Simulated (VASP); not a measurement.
Wanted: the native input for a VASP 6.6.1 run.

| Item | Value |
| --- | --- |
| Task | single point |
| Functional | PBEsol |
| Potentials or basis | VASP PAW PBE potentials, release 64 (Ag) |
| Cutoff | 520 eV |
| k mesh | 18 × 18 × 18 |
| Occupations | gaussian, width 0.1 eV |
| Spin | no spin polarisation |
| Dipole correction | no |
| Further INCAR settings | ALGO = Fast; EDIFF = 1e-07; NBANDS = 12 |

The structure of Ag lies in POSCAR:

```
Ag
1.0
    0.0000000000      2.0272070345      2.0272070345
    2.0272070345      0.0000000000      2.0272070345
    2.0272070345      2.0272070345      0.0000000000
Ag
1
Direct
    0.0000000000      0.0000000000      0.0000000000
```

One way to write it, as run:

INCAR

```
SYSTEM = Ag
ALGO = Fast
EDIFF = 1E-7
ENCUT = 520
GGA = PS
ISIF = 2
ISMEAR = 0
LASPH = .TRUE.
LCHARG = .FALSE.
LREAL = .FALSE.
LWAVE = .FALSE.
NBANDS = 12
NELM = 80
PREC = Accurate
SIGMA = 0.1
```

KPOINTS

```
k-points
0
G
  18 18 18
  0 0 0
```

Potentials or basis: VASP PAW PBE potentials, release 64 (Ag).

Run with:

```sh
$ cat potpaw_PBE.64/Ag/POTCAR > POTCAR
$ mpirun -np 1 vasp_std > vasp.out
```

Results of the run:

| Item | Value |
| --- | --- |
| Pressure | -0.3 GPa |

Caveat: the PAW data sets were made with another functional, which shifts forces and pressure a little.

Run time: 22 s on 1 thread of Intel(R) Xeon(R) Platinum 8259CL CPU @ 2.50GHz (Skylake/Cascade Lake), on a shared host, peak memory 0.16 GiB.
